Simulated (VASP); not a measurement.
Input of a VASP 6.6.1 run:

The input INCAR:

```
ALGO     = Normal         # electronic algorithm
EDIFF    = 1E-6           # SCF threshold, eV
ENCUT    = 520            # plane-wave cutoff, eV
GGA      = PE             # functional
ISIF     = 2              # what is computed and relaxed
ISMEAR   = 0              # smearing method
ISPIN    = 2              # spin polarisation
LASPH    = T              # aspherical terms in the spheres
LCHARG   = F              # write CHGCAR
LMAXMIX  = 6              # l up to which the mixer works
LORBIT   = 11             # projections on sites
LREAL    = F              # projectors in reciprocal space
LWAVE    = F              # write WAVECAR
MAGMOM   = 7 7 0 0 0      # initial moments
NBANDS   = 38             # bands
NELM     = 150            # most SCF steps
PREC     = Accurate       # precision mode
SIGMA    = 0.1            # smearing width, eV
```

File KPOINTS:

```
k-points
0
Gamma
  4 4 4
```

The input POSCAR:

```
EuGdS3
1.0
    5.0797907100      0.0000000000      0.0000000000
    0.0000000000      5.0797907100      0.0000000000
    0.0000000000      0.0000000000      5.0797907100
Eu Gd S
1 1 3
Direct
    0.0000000000      0.0000000000      0.0000000000
    0.5000000000      0.5000000000      0.5000000000
    0.5000000000      0.0000000000      0.5000000000
    0.5000000000      0.5000000000      0.0000000000
    0.0000000000      0.5000000000      0.5000000000
```

Potentials or basis: VASP PAW PBE potentials, release 64 (Eu, Gd, S).

The run is started by

```bash
$ cat potpaw_PBE.64/Eu/POTCAR potpaw_PBE.64/Gd/POTCAR potpaw_PBE.64/S/POTCAR > POTCAR
$ mpirun -np 1 vasp_std > vasp.out
```

Predict the net moment.

13.21 μB per cell.

Predict the pressure.

4.2 GPa.

 The state reached can hang on the start; a lower one may exist.
